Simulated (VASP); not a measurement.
# Si40H18O in VASP: a series of runs, part 2 of 2

VASP 6.6.1. The steps go on from the part before.

### 3 Single point, PBE+D3(BJ)

The input, INCAR:

```
ALGO = Normal ; EDIFF = 1E-6
ENCUT = 520 ; GGA = PE
ISIF = 2 ; ISMEAR = -1
IVDW = 12 ; LASPH = T
LCHARG = F ; LREAL = Auto
LWAVE = F ; NBANDS = 127
NELM = 100 ; PREC = Accurate
SIGMA = 0.02
```

The input, KPOINTS:

```
k-points
0
Gamma
  1 1 1
```

The input, POSCAR:

```
Si40H18O
1.0
    7.6791800000      0.0000000000      0.0000000000
    0.0000000000     15.3583590000      0.0000000000
    0.0000000000      0.0000000000     21.2555000000
H Si O
18 40 1
Direct
    0.4093926695      0.0000000000      0.0470466468
    0.0906086327      0.0000000000      0.0470466468
    0.9093939718      0.0000000000      0.0470466468
    0.5906099349      0.0000000000      0.0470466468
    0.4093926695      0.2500006674      0.0470466468
    0.0906086327      0.2500006674      0.0470466468
    0.9093939718      0.2500006674      0.0470466468
    0.5906099349      0.2500006674      0.0470466468
    0.4093926695      0.5000013348      0.0470466468
    0.0906086327      0.5000013348      0.0470466468
    0.9093939718      0.5000013348      0.0470466468
    0.5906099349      0.5000013348      0.0470466468
    0.4093926695      0.7500020022      0.0470466468
    0.0906086327      0.7500020022      0.0470466468
    0.9093939718      0.7500020022      0.0470466468
    0.5906099349      0.7500020022      0.0470466468
    0.7486736865      0.2104456602      0.4449389570
    0.7849796463      0.3036326993      0.4239326292
    0.2500006511      0.0000000000      0.0877655195
    0.7500019533      0.0000000000      0.0877655195
    0.2500006511      0.2500006674      0.0877655195
    0.7500019533      0.2500006674      0.0877655195
    0.2500006511      0.5000013348      0.0877655195
    0.7500019533      0.5000013348      0.0877655195
    0.2500006511      0.7500020022      0.0877655195
    0.7500019533      0.7500020022      0.0877655195
    0.2444662060      0.1240822669      0.1515137259
    0.7500410200      0.1237632224      0.1482110513
    0.2478650064      0.3783672461      0.1467149679
    0.7504316867      0.3792462463      0.1463762320
    0.2497141622      0.6236408460      0.1523746795
    0.7501842645      0.6236082904      0.1527698713
    0.2523576736      0.8774440030      0.1439674437
    0.7485304421      0.8780886031      0.1455952577
   -0.0117720902      0.1277870898      0.2036602291
    0.5042205027      0.1238088001      0.2007292230
   -0.0020444891      0.3751377344      0.2058008515
    0.5000664133      0.3774166237      0.2039754417
    0.0004948445      0.6246956462      0.2062854320
    0.4994153022      0.6245979795      0.2059655148
    0.0019793780      0.8674168900      0.2004046012
    0.4989334799      0.8712649574      0.2028086848
    0.0193510245     -0.0036266895      0.2564418621
    0.4939199237     -0.0026435116      0.2600221119
   -0.0071622230      0.2512117343      0.2737879608
    0.5009779690      0.2519019122      0.2684058244
   -0.0004948445      0.4982954234      0.2673755028
    0.5003268578      0.4984972678      0.2673566842
    0.0002604445      0.7548006919      0.2723812660
    0.4997408577      0.7553411142      0.2720143022
    0.2549100295      0.0250873156      0.3185340265
    0.7576199542      0.0153466917      0.3072663546
    0.2472529619      0.1674658080      0.2654607043
    0.7468766196      0.1618271848      0.2806003152
    0.2497792733      0.5266382951      0.3205711463
    0.7500670645      0.5264299396      0.3214697372
    0.2503131845      0.6667509205      0.2718072969
    0.7495461755      0.6662821204      0.2713979911
    0.8321461406      0.2454559110      0.4206958199
```

Potentials or basis: VASP PAW PBE potentials, release 64 (H, Si, O).

Launch:

```sh
$ cat potpaw_PBE.64/H/POTCAR potpaw_PBE.64/Si/POTCAR potpaw_PBE.64/O/POTCAR > POTCAR
$ mpirun -np 1 vasp_gam > vasp.out
```

Run time: 22 min. Hardware: 1 thread of Intel Xeon Platinum 8488C (Sapphire Rapids), shared host; peak memory 1.8 GiB.

Results (log left out):

- Free energy: -272.5066 eV
- Largest force: 1.299 eV/Å
- Band gap on the k mesh: 0.77 eV
- Dispersion energy per atom: -0.181 eV

Forces on the atoms (eV/Å):
```
H   -0.802  0.134  0.129
H    0.803  0.047  0.086
H   -0.816 -0.011  0.062
H    0.820  0.028  0.078
H   -0.970 -0.069  0.102
H    0.976 -0.055  0.075
H   -0.962 -0.028  0.078
H    0.961 -0.031  0.075
H   -0.813  0.067  0.127
H    0.810  0.093  0.103
H   -0.815  0.120  0.094
H    0.823  0.110  0.105
H   -0.948 -0.185  0.056
H    0.956 -0.127  0.094
H   -0.958 -0.131  0.102
H    0.943 -0.164  0.081
H    0.337  0.123 -0.249
H   -0.067  0.390 -0.041
Si  -0.109  0.780 -0.752
Si   0.073  0.516 -1.026
Si  -0.027  0.005 -0.402
Si   0.000  0.240 -0.609
Si  -0.049  0.588 -0.591
Si   0.036  0.680 -0.688
Si   0.084 -0.217 -0.622
Si  -0.048 -0.052 -0.433
Si   0.144  0.464 -0.806
Si  -0.211  0.351 -0.994
Si   0.002 -1.127  0.139
Si  -0.005 -1.166  0.047
Si   0.006  0.403 -1.052
Si  -0.002  0.393 -1.081
Si  -0.069 -1.130  0.166
Si   0.086 -1.097  0.057
Si   0.306  0.054  0.171
Si  -0.064  0.360  0.255
Si  -0.037 -0.483  0.543
Si   0.062 -0.485  0.535
Si  -0.001  0.132 -0.050
Si  -0.003  0.177 -0.046
Si  -0.052  0.238  0.519
Si   0.041 -0.121  0.337
Si  -0.262 -0.342  0.362
Si   0.250 -0.256  0.119
Si   0.189 -0.630 -0.055
Si  -0.032 -0.973  0.093
Si  -0.018 -0.323 -0.132
Si   0.020 -0.275 -0.095
Si  -0.018 -1.114  0.279
Si   0.016 -1.194  0.273
Si  -0.274  1.180  0.142
Si   0.012  0.656  0.162
Si   0.135  0.049  1.291
Si  -0.150  0.925  0.255
Si   0.012  1.042  0.078
Si  -0.013  1.036  0.111
Si   0.014  0.450  1.020
Si  -0.008  0.474  1.027
O   -0.319 -0.516  0.300
```

Levels at points of the mesh, in eV from the valence-band top:
| k point | band 89 | band 90 | band 91 | band 92 | band 93 | band 94 | band 95 | band 96 |
| --- | --- | --- | --- | --- | --- | --- | --- | --- |
| (0.00, 0.00, 0.00) | -0.16 | -0.10 | -0.07 | 0.00 | 0.77 | 0.96 | 1.17 | 1.64 |

Caveat: the k points lie up to 0.82 Å⁻¹ apart.

### 4 Single point, PBE+D3(BJ)

The input, INCAR:

```
PREC = Accurate
ENCUT = 520
EDIFF = 1E-6
ISMEAR = -1
SIGMA = 0.02
LREAL = Auto
LASPH = T
NELM = 80
ALGO = Normal
ISIF = 2
LWAVE = F
LCHARG = F
GGA = PE
IVDW = 12
NBANDS = 127
```

The input, KPOINTS:

```
Automatic mesh
0
Gamma
  1 1 1
```

The input, POSCAR:

```
Si40H18O
1.0
    7.6791800000      0.0000000000      0.0000000000
    0.0000000000     15.3583590000      0.0000000000
    0.0000000000      0.0000000000     21.2555000000
H Si O
18 40 1
Direct
    0.4093926695      0.0000000000      0.0470466468
    0.0906086327      0.0000000000      0.0470466468
    0.9093939718      0.0000000000      0.0470466468
    0.5906099349      0.0000000000      0.0470466468
    0.4093926695      0.2500006674      0.0470466468
    0.0906086327      0.2500006674      0.0470466468
    0.9093939718      0.2500006674      0.0470466468
    0.5906099349      0.2500006674      0.0470466468
    0.4093926695      0.5000013348      0.0470466468
    0.0906086327      0.5000013348      0.0470466468
    0.9093939718      0.5000013348      0.0470466468
    0.5906099349      0.5000013348      0.0470466468
    0.4093926695      0.7500020022      0.0470466468
    0.0906086327      0.7500020022      0.0470466468
    0.9093939718      0.7500020022      0.0470466468
    0.5906099349      0.7500020022      0.0470466468
    1.1583268005      0.4141327859      0.4357413375
    1.1538992445      0.3225019027      0.4640022582
    0.2500006511      0.0000000000      0.0877655195
    0.7500019533      0.0000000000      0.0877655195
    0.2500006511      0.2500006674      0.0877655195
    0.7500019533      0.2500006674      0.0877655195
    0.2500006511      0.5000013348      0.0877655195
    0.7500019533      0.5000013348      0.0877655195
    0.2500006511      0.7500020022      0.0877655195
    0.7500019533      0.7500020022      0.0877655195
    0.2491411843      0.1230404889      0.1508409588
    0.7523068869      0.1251305559      0.1486015384
    0.2501178511      0.3757237345      0.1520641716
    0.7489471532      0.3747210233      0.1530427419
    0.2501308733      0.6241877794      0.1504081297
    0.7499889311      0.6242463794      0.1509773941
    0.2489849177      0.8748525803      0.1532403378
    0.7527887092      0.8760115583      0.1546046906
   -0.0019012447      0.1093606420      0.2052315871
    0.5054315695      0.1098554865      0.2034485192
    0.0002474223      0.3582023314      0.2150078803
    0.4988944132      0.3616011320      0.2139493308
    0.0008334223      0.6128063552      0.2046623227
    0.4992590355      0.6127737996      0.2046152760
    0.0031774226      0.8650989341      0.2169744301
    0.4993241466      0.8598119109      0.2135400249
    0.0208355580     -0.0085621127      0.2763755263
    0.4833849447     -0.0134519580      0.2680812025
    0.0046880005      0.2360213093      0.2794664910
    0.4957430351      0.2355199537      0.2749500129
   -0.0024742225      0.4874674436      0.2690503634
    0.5024885470      0.4887436216      0.2692150267
    0.0002344000      0.7388810224      0.2758391946
    0.5000013022      0.7371099998      0.2763284797
    0.2648980751      0.0267020715      0.3386323540
    0.7491815532      0.0252305601      0.2986568182
    0.2517846958      0.1524967609      0.2746630284
    0.7483611531      0.1724988978      0.2843640470
    0.2497662511      0.5258178950      0.3165110207
    0.7502363534      0.5271266286      0.3204017784
    0.2491542066      0.6639706755      0.2785679001
    0.7510307090      0.6633846754      0.2770577027
    1.0777843468      0.3685289555      0.4487215074
```

Launch:

```sh
$ cat potpaw_PBE.64/H/POTCAR potpaw_PBE.64/Si/POTCAR potpaw_PBE.64/O/POTCAR > POTCAR
$ mpirun -np 1 vasp_gam > vasp.out
```

Wall time 17 min (1 thread of Intel Xeon Platinum 8488C (Sapphire Rapids), shared host); peak memory 1.8 GiB.

The run converged. Its results:

```
Free energy                : -273.6730 eV
Largest force              : 1.000 eV/Å
Band gap on the k mesh     : 0.98 eV
Dispersion energy per atom : -0.178 eV
```

Forces on the atoms (eV/Å):
```
H   -0.831 -0.011  0.151
H    0.820 -0.021  0.149
H   -0.850 -0.120  0.095
H    0.846 -0.104  0.121
H   -0.944 -0.143  0.136
H    0.939 -0.118  0.137
H   -0.943  0.000  0.086
H    0.941 -0.051  0.093
H   -0.835 -0.065  0.136
H    0.841 -0.053  0.130
H   -0.843 -0.042  0.137
H    0.839 -0.046  0.139
H   -0.987 -0.022  0.128
H    0.975 -0.061  0.100
H   -0.978 -0.066  0.105
H    0.984 -0.010  0.143
H   -0.044  0.095 -0.062
H   -0.058 -0.022 -0.004
Si  -0.001 -0.423  0.113
Si   0.049 -0.155  0.050
Si  -0.003  0.320  0.046
Si   0.019  0.438 -0.275
Si  -0.031 -0.052 -0.002
Si   0.027 -0.194  0.195
Si  -0.078  0.275 -0.100
Si   0.103  0.357  0.114
Si   0.228  0.498 -0.178
Si   0.084 -0.041 -0.473
Si  -0.158 -0.709 -0.071
Si   0.175 -0.555 -0.324
Si  -0.012  0.346 -0.590
Si   0.004  0.375 -0.653
Si   0.017 -0.547 -0.525
Si  -0.014 -0.528 -0.492
Si  -0.716  0.478  0.509
Si   0.361  0.423  0.223
Si  -0.033  0.204 -0.603
Si   0.033 -0.130 -0.489
Si   0.011  0.230  0.467
Si  -0.002  0.288  0.447
Si  -0.095  0.183 -0.528
Si   0.068 -0.051 -0.580
Si   0.591 -0.193 -0.107
Si  -0.172  0.185  0.353
Si   0.638 -0.195 -0.271
Si  -0.639  0.191 -0.314
Si  -0.016  0.060 -0.029
Si   0.012  0.087  0.050
Si   0.012 -0.238 -0.075
Si  -0.006 -0.110 -0.088
Si  -0.387  0.373 -0.081
Si  -0.154  0.601  0.279
Si  -0.147 -0.063  0.713
Si   0.254 -0.839  0.095
Si  -0.043  0.141  0.512
Si   0.061  0.198  0.399
Si  -0.020 -0.120  0.202
Si   0.012 -0.198  0.210
O    0.098 -0.050 -0.049
```

Levels at points of the mesh, in eV from the valence-band top:
| k point | band 90 | band 91 | band 92 | band 93 | band 94 | band 95 |
| --- | --- | --- | --- | --- | --- | --- |
| (0.00, 0.00, 0.00) | -0.14 | -0.10 | 0.00 | 0.98 | 1.25 | 1.36 |

Caveat: the k points lie up to 0.82 Å⁻¹ apart.
